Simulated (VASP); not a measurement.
# TaAs (P4/nmm) in VASP: relaxation of cell and atoms with PBE

Aim: the relaxation of cell and atoms of TaAs with PBE.

Program: VASP 6.6.1. These are calculated values, not measurements. Logs are shortened: lines on timing, memory, paths and dates and some standing lists are left out, and cuts for length are marked.

## 1. The cell of the first run

It takes space group P4/nmm (No. 129, tetragonal). Conventional cell: a = 4.143 Å, b = 4.143 Å, c = 6.056 Å, α = 90.00°, β = 90.00°, γ = 90.00°. Ta (site symmetry -4m2) has 4 As at 2.62 Å and 4 Ta at 2.93 Å within 3.5 Å. Within 3.5 Å of As (site symmetry 4mm) lie 4 Ta at 2.62 Å.

## 2. Relaxation of cell and atoms, PBE (atoms taken out)

INCAR

```
SYSTEM = TaAs
PREC = Accurate
ENCUT = 600
EDIFF = 1E-6
ISMEAR = 0
SIGMA = 0.1
LREAL = .False.
LASPH = .True.
NELM = 80
ALGO = Normal
ISIF = 3
LWAVE = .False.
LCHARG = .False.
GGA = PE
IBRION = 2
NSW = 100
EDIFFG = -0.01
```

KPOINTS

```
regular mesh
0
Gamma
  12 12 8
  0 0 0
```

POSCAR

```
TaAs
1.0
    4.1431333058      0.0000000000      0.0000000000
    0.0000000000      4.1431333058      0.0000000000
    0.0000000000      0.0000000000      6.0562946021
Ta As
2 2
Direct
    0.0000000000      0.0000000000      0.0000000000
    0.5000000000      0.5000000000      0.0000000000
    0.5000000000      0.0000000000      0.7362745202
    0.0000000000      0.5000000000      0.2637254798
```

Potentials or basis: VASP PAW PBE potentials, release 64 (Ta_pv, As).

On the command line:

```bash
cat potpaw_PBE.64/Ta_pv/POTCAR potpaw_PBE.64/As/POTCAR > POTCAR
mpirun -np 1 vasp_std > vasp.out
```

OUTCAR:

```text
SYSTEM = TaAs
   PREC = Accurate
   ENCUT = 600
   EDIFF = 1E-6
   ISMEAR = 0
   LREAL = .False.
   LASPH = .True.
   NELM = 80
   ISIF = 3
   GGA = PE
   IBRION = 2
   NSW = 100
   EDIFFG = -0.01

 ion  position               nearest neighbor table
   1  0.000  0.000  0.000-   3 2.62   4 2.62   4 2.62   3 2.62   2 2.93   2 2.93   2 2.93   2 2.93

   2  0.500  0.500  0.000-   3 2.62   4 2.62   3 2.62   4 2.62   1 2.93   1 2.93   1 2.93   1 2.93

   3  0.500  0.000  0.736-   1 2.62   2 2.62   2 2.62   1 2.62
   4  0.000  0.500  0.264-   1 2.62   2 2.62   1 2.62   2 2.62

  LATTYP: Found a simple tetragonal cell.
 ALAT       =     4.1431333058
 C/A-ratio  =     1.4617667729

  Lattice vectors:

 A1 = (   4.1431333058,   0.0000000000,   0.0000000000)
 A2 = (   0.0000000000,   4.1431333058,   0.0000000000)
 A3 = (   0.0000000000,   0.0000000000,   6.0562946021)

Analysis of symmetry for initial positions (statically):
=====================================================================
 Subroutine PRICEL returns:
 Original cell was already a primitive cell.

 Routine SETGRP: Setting up the symmetry group for a
 simple tetragonal supercell.

 Subroutine GETGRP returns: Found 16 space group operations
 (whereof  8 operations were pure point group operations)
 out of a pool of 16 trial point group operations.

The static configuration has the point symmetry D_2d.
 The point group associated with its full space group is D_4h.

Analysis of symmetry for dynamics (positions and initial velocities):
=====================================================================
 Subroutine PRICEL returns:
 Original cell was already a primitive cell.

 Routine SETGRP: Setting up the symmetry group for a
 simple tetragonal supercell.

 Subroutine GETGRP returns: Found 16 space group operations
 (whereof  8 operations were pure point group operations)
 out of a pool of 16 trial point group operations.

The dynamic configuration has the point symmetry D_2d.
 The point group associated with its full space group is D_4h.

 Subroutine INISYM returns: Found 16 space group operations
 (whereof  8 operations are pure point group operations),
 and found     1 'primitive' translations

----------------------------------------------------------------------------------------

                                     Primitive cell

  volume of cell :     103.9596

  direct lattice vectors                    reciprocal lattice vectors
     4.143133306  0.000000000  0.000000000     0.241363221  0.000000000  0.000000000
     0.000000000  4.143133306  0.000000000     0.000000000  0.241363221  0.000000000
     0.000000000  0.000000000  6.056294602     0.000000000  0.000000000  0.165117463

  length of vectors
     4.143133306  4.143133306  6.056294602     0.241363221  0.241363221  0.165117463

  position of ions in fractional coordinates (direct lattice)
     0.000000000  0.000000000  0.000000000
     0.500000000  0.500000000  0.000000000
     0.500000000  0.000000000  0.736274520
     0.000000000  0.500000000  0.263725480

  ion indices of the primitive-cell ions
   primitive index   ion index
                 1           1
                 2           2
                 3           3
                 4           4

----------------------------------------------------------------------------------------

 KPOINTS: regular mesh

Automatic generation of k-mesh.
 Grid dimensions read from file:
 generate k-points for:   12   12    8

 Generating k-lattice:

  Cartesian coordinates                     Fractional coordinates (reciprocal lattice)
     0.020113602  0.000000000  0.000000000     0.083333333  0.000000000  0.000000000
     0.000000000  0.020113602  0.000000000     0.000000000  0.083333333  0.000000000
     0.000000000  0.000000000  0.020639683     0.000000000  0.000000000  0.125000000

  Length of vectors
     0.020113602  0.020113602  0.020639683

  Shift w.r.t. Gamma in fractional coordinates (k-lattice)
     0.000000000  0.000000000  0.000000000

 Subroutine IBZKPT returns following result:
 ===========================================

 Found    140 irreducible k-points:

 Following reciprocal coordinates:
            Coordinates               Weight
  0.000000  0.000000  0.000000      1.000000
  0.083333  0.000000  0.000000      4.000000
  0.166667  0.000000  0.000000      4.000000
  0.250000  0.000000  0.000000      4.000000
  0.333333  0.000000  0.000000      4.000000
  0.416667  0.000000  0.000000      4.000000
[... 16 lines left out ...]
  0.333333  0.333333  0.000000      4.000000
  0.416667  0.333333  0.000000      8.000000
 [... further k-points ...]
   k-points           NKPTS =    140   k-points in BZ     NKDIM =    140   number of bands    NBANDS=     20
   number of dos      NEDOS =    301   number of ions     NIONS =      4
   total plane-waves  NPLWV =  62208
   dimension x,y,z NGX =    36 NGY =   36 NGZ =   48
   dimension x,y,z NGXF=    72 NGYF=   72 NGZF=   96
   ions per type =               2   2
   NGX,Y,Z   is equivalent  to a cutoff of  14.45, 14.45, 13.18 a.u.
   NGXF,Y,Z  is equivalent  to a cutoff of  28.89, 28.89, 26.35 a.u.
 SYSTEM =  TaAs
   PREC   = accura    normal or accurate (medium, high low for compatibility)
   ISTART =      0    job   : 0-new  1-cont  2-samecut
   ICHARG =      2    charge: 1-file 2-atom 10-const
   ISPIN  =      1    spin polarized calculation?
   LNONCOLLINEAR =      F non collinear calculations
   LSORBIT =      F    spin-orbit coupling
   LASPH  =      T    aspherical Exc in radial PAW
   ENCUT  =  600.0 eV  44.10 Ry    6.64 a.u.   8.27  8.27 12.10*2*pi/ulx,y,z
   NELM   =     80;   NELMIN=  2; NELMDL= -5     # of ELM steps
   EDIFF  = 0.1E-05   stopping-criterion for ELM
   LREAL  =      F    real-space projection
   EDIFFG = -.1E-01   stopping-criterion for IOM
   NSW    =    100    number of steps for IOM
   IBRION =      2    ionic relax: 0-MD 1-quasi-New 2-CG
   NFREE  =      1    steps in history (QN), initial steepest desc. (CG)
   ISIF   =      3    stress and relaxation
   ISYM   =      2    0-nonsym 1-usesym 2-fastsym
   POTIM  = 0.5000    time-step for ionic-motion
   TEBEG  =    0.0;   TEEND  =   0.0 temperature during run
   PSTRESS=    0.0 pullay stress
   NELECT =      32.0000    total number of electrons
   NUPDOWN=      -1.0000    fix difference up-down
   EMIN   =  10.00;   EMAX   =-10.00  energy-range for DOS
   EFERMI =   0.00;   METHOD = LEGACY
   ISMEAR =     0;   SIGMA  =   0.10  broadening in eV -4-tet -1-fermi 0-gaus
   EFERMI_NEDOS =   21; number of points for ismear=-14 and -15
   IALGO  =     38    algorithm
   IMIX   =      4    mixing-type and parameters
     AMIX     =   0.40;   BMIX     =  1.00
     AMIX_MAG =   1.60;   BMIX_MAG =  1.00
  volume/ion in A,a.u.               =      25.99       175.39
  Fermi-wavevector in a.u.,A,eV,Ry     =   1.105359  2.088825 16.623840  1.221818
  Thomas-Fermi vector in A             =   2.241845
   LORBIT       =      0    0 simple, 1 ext, 2 COOP (PROOUT), +10 PAW based schemes
   GGA     = PE    functional components
   LHFCALC =     F    Hartree Fock is set to
   AEXX    =    0.0000 exact exchange contribution
   IVDW    =     0    specifies the selected vdW correction
   LEPSILON=     F    determine dielectric tensor
   LRPA    =     F    only Hartree local field effects (RPA)
 conjugate gradient relaxation of ions
 non-spin polarized calculation
 Gauss-broadening in eV      SIGMA  =   0.10
  energy-cutoff  :      600.00
  volume of cell :      103.96
 maximum number of plane-waves:      3504
 NGX is ok and might be reduce to    36
   NGX = 17   NGY = 17   NGZ = 25

--------------------------------------- Ionic step        1  -------------------------------------------

 number of electron      31.9999998 magnetization

 Free energy of the ion-electron system (eV)
  ---------------------------------------------------
  ext. energy  EPLUGINS =         0.00000000
  ---------------------------------------------------
  free energy    TOTEN  =       -32.54286506 eV

  energy without entropy =      -32.52892000  energy(sigma->0) =      -32.53589253

------------------------ aborting loop because EDIFF is reached ----------------------------------------

  FORCE on cell =-STRESS in cart. coord.  units (eV):
  Direction    XX          YY          ZZ          XY          YZ          ZX
  --------------------------------------------------------------------------------------
  -------------------------------------------------------------------------------------
  Total        0.2746977      0.2746977     -0.8455727      0.0000000      0.0000000     -0.0000000
  in kB        4.2335128      4.2335128    -13.0315700      0.0000000      0.0000000     -0.0000000
  external PRESSURE =      -1.5215148 kB  Pullay stress =       0.0000000 kB
[... 95 lines left out ...]
  FREE ENERGIE OF THE ION-ELECTRON SYSTEM (eV)
  ---------------------------------------------------
  free  energy   TOTEN  =       -32.5554185330 eV

  energy  without entropy=      -32.5406589964  energy(sigma->0) =      -32.54803876

[... ionic steps 4 to 16 ...]

--------------------------------------- Ionic step       17  -------------------------------------------

 number of electron      31.9999999 magnetization

------------------------ aborting loop because EDIFF is reached ----------------------------------------
[... 71 lines left out ...]
--------------------------------------- Ionic step       19  -------------------------------------------

 number of electron      31.9999999 magnetization

 Free energy of the ion-electron system (eV)
  ---------------------------------------------------
  ext. energy  EPLUGINS =         0.00000000
  ---------------------------------------------------
  free energy    TOTEN  =       -32.55828103 eV

  energy without entropy =      -32.54290956  energy(sigma->0) =      -32.55059530

 E-fermi :   2.9058     XC(G=0):  -9.4259

 val. band max:        2.9017659934   @ k =   0.5000   0.0000   0.3750
 cond. band min:       2.9093126505   @ k =   0.5000   0.0000   0.2500
 fundamental gap:      0.0075466571
 Fermi energy:         2.9057953274

 k-point     1 :       0.0000    0.0000    0.0000
  band No.  band energies     occupation
      1     -32.0129      2.00000
      2     -31.9277      2.00000
      3     -31.9277      2.00000
      4     -31.8705      2.00000
      5     -31.4088      2.00000
      6     -31.4088      2.00000
[... 541 lines left out ...]
     19       4.6069      0.00000
     20       5.0668      0.00000

 [... further k-points ...]

------------------------ aborting loop because EDIFF is reached ----------------------------------------

  FORCE on cell =-STRESS in cart. coord.  units (eV):
  Direction    XX          YY          ZZ          XY          YZ          ZX
  --------------------------------------------------------------------------------------
  -------------------------------------------------------------------------------------
  Total       -0.0174506     -0.0174506      0.0324995      0.0000000      0.0000000     -0.0000000
  in kB       -0.2645517     -0.2645517      0.4926949      0.0000000      0.0000000     -0.0000000
  external PRESSURE =      -0.0121362 kB  Pullay stress =       0.0000000 kB
[... 19 lines left out ...]
  FREE ENERGIE OF THE ION-ELECTRON SYSTEM (eV)
  ---------------------------------------------------
  free  energy   TOTEN  =       -32.5582810350 eV

  energy  without entropy=      -32.5429095551  energy(sigma->0) =      -32.55059530

 reached required accuracy - stopping structural energy minimisation
```

Run time: 32 min. Hardware: 1 thread of Intel Xeon Platinum 8488C (Sapphire Rapids), shared host; peak memory 0.52 GiB.

Results:

```yaml
Free_energy: -32.5583 eV
Relaxed_volume: 26.42 Å³/atom
Relaxed_cell: a = 4.184 Å, b = 4.184 Å, c = 6.037 Å, α = 90.00°, β = 90.00°, γ = 90.00°
Space_group_after_relaxing_to_0.1_Å: P4/nmm (No. 129)
Energy_gained_by_relaxing: 3.9 meV/atom
Ionic_steps: 19
Pressure_after_relaxing: 0.0 GPa
Largest_force_after_relaxing: 0.008 eV/Å
Band_gap_on_the_k_mesh: zero (bands 16 and 17 overlap by 1.72 eV)
```

Forces in eV/Å, atoms in the order of the input:
```
Ta   0.000  0.000  0.000
Ta   0.000  0.000  0.000
As   0.000  0.000 -0.008
As   0.000  0.000  0.008
```

Stress tensor (GPa, compression positive):
```
-0.03  0.00  0.00
 0.00 -0.03  0.00
 0.00  0.00  0.05
```

The path:
```
step  energy change (eV)  largest force (eV/Å)  pressure (GPa)  volume (Å³)
   1              0.0000                0.2685           -0.15       103.96
   2             -0.0113                0.0461            0.46       103.58
   3             -0.0126                0.0569            0.77       103.40
   4             -0.0103                0.1257           -1.05       105.20
   5             -0.0149                0.0205            0.00       104.14
   6             -0.0148                0.0219           -0.02       104.16
   7             -0.0149                0.0128            0.01       104.19
   8             -0.0149                0.0006            0.04       104.23
   9             -0.0149                0.0050           -0.01       104.33
  10             -0.0150                0.0113           -0.05       104.45
  11             -0.0150                0.0221           -0.15       104.68
  12             -0.0150                0.0191           -0.11       104.61
  13             -0.0150                0.0181           -0.11       104.62
  14             -0.0150                0.0169           -0.12       104.67
  15             -0.0151                0.0150           -0.10       104.75
  16             -0.0152                0.0113           -0.08       104.93
  17             -0.0153                0.0025           -0.05       105.27
  18             -0.0154                0.0148            0.02       105.95
  19             -0.0154                0.0083            0.00       105.68
```

Final structure:
```
Ta As
1.0
     4.18414    0.00000    0.00000
     0.00000    4.18414    0.00000
     0.00000    0.00000    6.03667
Ta As
2 2
Direct
  0.00000 0.00000 0.00000
  0.50000 0.50000 0.00000
  0.50000 0.00000 0.74396
  0.00000 0.50000 0.25604
```

Caveat: the cell differs from its parent crystal (atoms taken out); spin-orbit coupling is left out, which moves the levels of the heavy elements; this functional lacks dispersion, which binds the layers, so the pressure and a relaxed spacing across them are unreliable.
